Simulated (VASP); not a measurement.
# Ru (Fm-3m) in VASP: notebook, part 2 of 3

VASP 6.6.1.

## 3. Electric field gradients, PBE (volume scaled by 0.9405)

INCAR

```
PREC = Accurate
ENCUT = 520
EDIFF = 1E-8
ISMEAR = -1
SIGMA = 0.05
LREAL = False
LASPH = True
NELM = 100
ALGO = Normal
ISIF = 2
LWAVE = False
LCHARG = False
GGA = PE
LEFG = True
NBANDS = 13
```

KPOINTS

```
regular mesh
0
Gamma
  16 16 16
```

POSCAR

```
Ru
1.0
    0.0000000000      1.8762399469      1.8762399469
    1.8762399469      0.0000000000      1.8762399469
    1.8762399469      1.8762399469      0.0000000000
Ru
1
Direct
    0.0000000000      0.0000000000      0.0000000000
```

Potentials or basis: VASP PAW PBE potentials, release 64 (Ru_pv).

Command:

```
> cat potpaw_PBE.64/Ru_pv/POTCAR > POTCAR
> mpirun -np 1 vasp_std > vasp.out
```

OUTCAR:

```text
PREC = Accurate
   ENCUT = 520
   EDIFF = 1E-8
   ISMEAR = -1
   LREAL = False
   LASPH = True
   NELM = 100
   ISIF = 2
   GGA = PE

 ion  position               nearest neighbor table
   1  0.000  0.000  0.000-

  LATTYP: Found a face centered cubic cell.
 ALAT       =     3.7524798938

  Lattice vectors:

 A1 = (   0.0000000000,   1.8762399469,   1.8762399469)
 A2 = (   1.8762399469,   0.0000000000,   1.8762399469)
 A3 = (   1.8762399469,   1.8762399469,   0.0000000000)

Analysis of symmetry for initial positions (statically):
=====================================================================
 Subroutine PRICEL returns:
 Original cell was already a primitive cell.

 Routine SETGRP: Setting up the symmetry group for a
 face centered cubic supercell.

 Subroutine GETGRP returns: Found 48 space group operations
 (whereof 48 operations were pure point group operations)
 out of a pool of 48 trial point group operations.

The static configuration has the point symmetry O_h .

Analysis of symmetry for dynamics (positions and initial velocities):
=====================================================================
 Subroutine PRICEL returns:
 Original cell was already a primitive cell.

 Routine SETGRP: Setting up the symmetry group for a
 face centered cubic supercell.

 Subroutine GETGRP returns: Found 48 space group operations
 (whereof 48 operations were pure point group operations)
 out of a pool of 48 trial point group operations.

The dynamic configuration has the point symmetry O_h .

 Subroutine INISYM returns: Found 48 space group operations
 (whereof 48 operations are pure point group operations),
 and found     1 'primitive' translations

----------------------------------------------------------------------------------------

                                     Primitive cell

  volume of cell :      13.2098

  direct lattice vectors                    reciprocal lattice vectors
     0.000000000  1.876239947  1.876239947    -0.266490435  0.266490435  0.266490435
     1.876239947  0.000000000  1.876239947     0.266490435 -0.266490435  0.266490435
     1.876239947  1.876239947  0.000000000     0.266490435  0.266490435 -0.266490435

  length of vectors
     2.653403979  2.653403979  2.653403979     0.461574974  0.461574974  0.461574974

  position of ions in fractional coordinates (direct lattice)
     0.000000000  0.000000000  0.000000000

  ion indices of the primitive-cell ions
   primitive index   ion index
                 1           1

----------------------------------------------------------------------------------------

 KPOINTS: regular mesh

Automatic generation of k-mesh.
 Grid dimensions read from file:
 generate k-points for:   16   16   16

 Generating k-lattice:

  Cartesian coordinates                     Fractional coordinates (reciprocal lattice)
[... 64 lines left out ...]
   IBRION =     -1    ionic relax: 0-MD 1-quasi-New 2-CG
   NFREE  =      0    steps in history (QN), initial steepest desc. (CG)
   ISIF   =      2    stress and relaxation
   ISYM   =      2    0-nonsym 1-usesym 2-fastsym
   POTIM  = 0.5000    time-step for ionic-motion
   TEBEG  =    0.0;   TEEND  =   0.0 temperature during run
   PSTRESS=    0.0 pullay stress
   NELECT =      14.0000    total number of electrons
   NUPDOWN=      -1.0000    fix difference up-down
   EMIN   =  10.00;   EMAX   =-10.00  energy-range for DOS
   EFERMI =   0.00;   METHOD = LEGACY
   ISMEAR =    -1;   SIGMA  =   0.05  broadening in eV -4-tet -1-fermi 0-gaus
   EFERMI_NEDOS =   21; number of points for ismear=-14 and -15
   IALGO  =     38    algorithm
   IMIX   =      4    mixing-type and parameters
     AMIX     =   0.40;   BMIX     =  1.00
     AMIX_MAG =   1.60;   BMIX_MAG =  1.00
  volume/ion in A,a.u.               =      13.21        89.14
  Fermi-wavevector in a.u.,A,eV,Ry     =   1.669113  3.154167 37.905001  2.785939
  Thomas-Fermi vector in A             =   2.754843
   LORBIT       =      0    0 simple, 1 ext, 2 COOP (PROOUT), +10 PAW based schemes
   GGA     = PE    functional components
   LHFCALC =     F    Hartree Fock is set to
   AEXX    =    0.0000 exact exchange contribution
   IVDW    =     0    specifies the selected vdW correction
   LEPSILON=     F    determine dielectric tensor
   LRPA    =     F    only Hartree local field effects (RPA)
 non-spin polarized calculation
  energy-cutoff  :      520.00
  volume of cell :       13.21
 maximum number of plane-waves:       366
   NGX =  9   NGY =  9   NGZ =  9

 number of electron      14.0000005 magnetization

 Free energy of the ion-electron system (eV)
  ---------------------------------------------------
  ext. energy  EPLUGINS =         0.00000000
  ---------------------------------------------------
  free energy    TOTEN  =        -9.09481695 eV

  energy without entropy =       -9.08569597  energy(sigma->0) =       -9.09025646

 E-fermi :  13.3008     XC(G=0): -14.2896

 val. band max:       13.2934985554   @ k =   0.2500   0.0000   0.0000
 cond. band min:      13.3075266141   @ k =  -0.2500   0.2500   0.0625
 fundamental gap:      0.0140280588
 Fermi energy:        13.3008090561

 k-point     1 :       0.0000    0.0000    0.0000
  band No.  band energies     occupation
      1     -29.1712      2.00000
      2     -29.1712      2.00000
      3     -29.1712      2.00000
      4       5.1947      2.00000
      5      10.5701      2.00000
      6      10.5701      2.00000
      7      10.5701      2.00000
      8      13.1291      1.93746
      9      13.1291      1.93746
     10      23.7663      0.00000
     11      28.2895      0.00000
     12      34.1947      0.00000
     13      34.1947      0.00000
[... 354 lines left out ...]
  band No.  band energies     occupation
      1     -29.2839      2.00000
      2     -29.2045      2.00000
      3     -29.1793      2.00000
      4       5.6439      2.00000
      5      10.3111      2.00000
      6      10.7428      2.00000
      7      10.8009      2.00000
      8      12.8794      1.99956
      9      13.1518      1.90342
     10      23.7663      0.00000
     11      29.0473      0.00000
     12      32.6091      0.00000
     13      34.4316      0.00000

 [... further k-points ...]
[... 5 lines left out ...]
  --------------------------------------------------------------------------------------
  -------------------------------------------------------------------------------------
  Total        1.3026738      1.3026738      1.3026738      0.0000000     -0.0000000     -0.0000000
  in kB      157.9978305    157.9978305    157.9978305      0.0000000     -0.0000000     -0.0000000
  external PRESSURE =     157.9978305 kB  Pullay stress =       0.0000000 kB

 VOLUME and BASIS-vectors are now :
 -----------------------------------------------------------------------------
  energy-cutoff  :      520.00
  volume of cell :       13.21
      direct lattice vectors                 reciprocal lattice vectors
     0.000000000  1.876239947  1.876239947    -0.266490435  0.266490435  0.266490435
     1.876239947  0.000000000  1.876239947     0.266490435 -0.266490435  0.266490435
     1.876239947  1.876239947  0.000000000     0.266490435  0.266490435 -0.266490435

 POSITION                                       TOTAL-FORCE (eV/Angst)
 -----------------------------------------------------------------------------------
      0.00000      0.00000      0.00000         0.000000      0.000000      0.000000
 -----------------------------------------------------------------------------------
    total drift:                               -0.000000     -0.000000     -0.000000

  FREE ENERGIE OF THE ION-ELECTRON SYSTEM (eV)
  ---------------------------------------------------
  free  energy   TOTEN  =        -9.0948169461 eV

  energy  without entropy=       -9.0856959661  energy(sigma->0) =       -9.09025646

 Electric field gradients (V/A^2)
---------------------------------------------------------------------
 ion       V_xx      V_yy      V_zz      V_xy      V_xz      V_yz
---------------------------------------------------------------------
   1      -0.000    -0.000     0.000     0.001     0.001     0.001
---------------------------------------------------------------------

 Electric field gradients after diagonalization (V/A^2)
 (convention: |V_zz| > |V_xx| > |V_yy|)
----------------------------------------------------------------------
 ion       V_xx      V_yy      V_zz     asymmetry (V_yy - V_xx)/ V_zz
----------------------------------------------------------------------
   1      -0.001    -0.001     0.001       0.000
----------------------------------------------------------------------

           NMR quadrupolar parameters

 Cq : quadrupolar parameter    Cq=e*Q*V_zz/h
 eta: asymmetry parameters     (V_yy - V_xx)/ V_zz
 Q  : nuclear electric quadrupole moment in mb (millibarn)
----------------------------------------------------------------------
 ion       Cq(MHz)       eta       Q (mb)
----------------------------------------------------------------------
   1       0.000       0.000       1.000
----------------------------------------------------------------------
```

OSZICAR:

```text
N       E                     dE             d eps       ncg     rms          rms(c)
DAV:   1     0.106325134331E+03    0.10633E+03   -0.83506E+03  3778   0.115E+03
DAV:   2    -0.849396637689E+01   -0.11482E+03   -0.11006E+03  4095   0.326E+02
DAV:   3    -0.973966185507E+01   -0.12457E+01   -0.12422E+01  4275   0.374E+01
DAV:   4    -0.974318634442E+01   -0.35245E-02   -0.35244E-02  4070   0.213E+00
DAV:   5    -0.974320857030E+01   -0.22226E-04   -0.22227E-04  4310   0.154E-01    0.134E+01
DAV:   6    -0.914619615949E+01    0.59701E+00   -0.91711E-01  3850   0.128E+01    0.388E+00
DAV:   7    -0.909906647002E+01    0.47130E-01   -0.81690E-02  4095   0.359E+00    0.928E-01
DAV:   8    -0.909479940322E+01    0.42671E-02   -0.43636E-03  3805   0.890E-01    0.153E-01
DAV:   9    -0.909481431595E+01   -0.14913E-04   -0.56849E-05  4345   0.102E-01    0.244E-02
DAV:  10    -0.909481671047E+01   -0.23945E-05   -0.23713E-06  3870   0.173E-02    0.394E-03
DAV:  11    -0.909481694477E+01   -0.23430E-06   -0.35870E-08  4325   0.230E-03    0.729E-04
DAV:  12    -0.909481694607E+01   -0.12958E-08   -0.18646E-09  2165   0.475E-04
   1 F= -.90948169E+01 E0= -.90902565E+01  d E =-.912098E-02
```

stdout:

```text
POSCAR found type information on POSCAR Ru
 POSCAR found :  1 types and       1 ions
 scaLAPACK will be used
 LDA part: xc-table for (Slater+PW92), standard interpolation
 POSCAR, INCAR and KPOINTS ok, starting setup
 FFT: planning ... GRIDC
 FFT: planning ... GRID_SOFT
 FFT: planning ... GRID
 WAVECAR not read
 entering main loop
ion   1
```

Wall time 14 s (1 thread of AMD EPYC 9R45 (Zen 5), shared host); peak memory 0.11 GiB.

Results:

| Quantity | Value |
| --- | --- |
| Free energy | -9.0948 eV |
| Pressure | 15.8 GPa |
| Band gap on the k mesh | zero (band 7 reaches 15.62 eV, above the bottom of band 8 at 11.86 eV) |

Levels at points of the mesh, in eV from the Fermi level:
```csv
k point,band 5,band 6,band 7,band 8,band 9,band 10
"(0.00, 0.00, 0.00)",-2.73,-2.73,-2.73,-0.17,-0.17,10.47
"(0.50, 0.00, 0.00)",-2.86,-2.86,1.02,1.78,1.78,10.38
"(0.50, 0.50, 0.00)",-6.19,1.74,2.32,2.32,3.73,10.46
```

Caveat: without QUAD_EFG the Cq values of the log hold for a quadrupole moment of 1 mb, not for the nuclei.

(Continued in part 3 of 3.)
